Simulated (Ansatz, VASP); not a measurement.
## Two plane-wave programs on CoH3

File INCAR:

```
SYSTEM = CoH3
  ALGO = Normal
  EDIFF = 1E-6
  EDIFFG = -0.01
  ENCUT = 600
  GGA = PE
  IBRION = 2
  ISIF = 3
  ISMEAR = 0
  LASPH = .TRUE.
  LCHARG = .FALSE.
  LREAL = .FALSE.
  LWAVE = .FALSE.
  NELM = 80
  NSW = 100
  PREC = Accurate
  SIGMA = 0.1
```

File KPOINTS:

```
k-points
0
G
  12 12 12
  0 0 0
```

POSCAR

```
CoH3
1.0
    4.3405476612      0.0000000000      0.0000000000
   -2.1702738306      3.7590245410      0.0000000000
    0.0000000000      0.0000000000      2.5671356373
Co H
2 6
Direct
    0.3333333333      0.6666666667      0.2500000000
    0.6666666667      0.3333333333      0.7500000000
    0.6132423124      0.6947784927      0.7500000000
    0.0815361803      0.3867576876      0.7500000000
    0.3052215073      0.9184638197      0.7500000000
    0.3867576876      0.3052215073      0.2500000000
    0.9184638197      0.6132423124      0.2500000000
    0.6947784927      0.0815361803      0.2500000000
```

Input for Ansatz:

```yaml
crystal:
  lattice:
    - [4.3405476612, 0.0, 0.0]
    - [-2.1702738306, 3.759024541, 0.0]
    - [0.0, 0.0, 2.5671356373]
  atoms:
    - { symbol: Co, position: [0.3333333333, 0.6666666667, 0.25] }
    - { symbol: Co, position: [0.6666666667, 0.3333333333, 0.75] }
    - { symbol: H, position: [0.6132423124, 0.6947784927, 0.75] }
    - { symbol: H, position: [0.0815361803, 0.3867576876, 0.75] }
    - { symbol: H, position: [0.3052215073, 0.9184638197, 0.75] }
    - { symbol: H, position: [0.3867576876, 0.3052215073, 0.25] }
    - { symbol: H, position: [0.9184638197, 0.6132423124, 0.25] }
    - { symbol: H, position: [0.6947784927, 0.0815361803, 0.25] }
basis:
  ecutwfc: 420
kpoints:
  mp_grid: { grid: [12, 12, 12] }
hamiltonian:
  xc: pbe
scf:
  occupations: { method: gaussian, width: 0.1 }
output:
  forces: true
  stress: true
  eigenvalues: true
relax:
  adjacent_minimum: "off"
  f_tol: 0.01
  max_steps: 80
  cell: { stress_tol: 0.05 }
```

Change from the starting cell: the structure that the rattled cell fell into.

Alike in both runs: task relaxation of cell and atoms; functional PBE; k mesh 12 × 12 × 12; occupations gaussian, width 0.1 eV; no spin polarisation.

|  | VASP | Ansatz |
| --- | --- | --- |
| version | VASP 6.6.1 | Ansatz 0.2.0 |
| potentials or method | VASP PAW PBE potentials, release 64 (Co, H), cutoff 600 eV | scalar-relativistic, plane waves, PAW |
| valence electrons in the cell | 24 | 40 |

|  | VASP | Ansatz | Ansatz less VASP |
| --- | --- | --- | --- |
| gap on the k mesh at the Fermi level, each at its own relaxed structure (eV) | none | none | - |
| relaxed volume (Å³/atom) | 5.24 | 5.24 | +0.002 |
| relaxed length of the cell vector where the two differ most in proportion (Å) | 2.567 | 2.568 | +0.0004 |

A gap of «none» marks a metal or a gap that the smearing closes. VASP's potentials hold 24 valence electrons a cell and Ansatz's 40, so a difference there can come from the potentials and not from the codes.

Noted on VASP's run: the relaxation stopped at its first step, so nothing moved.
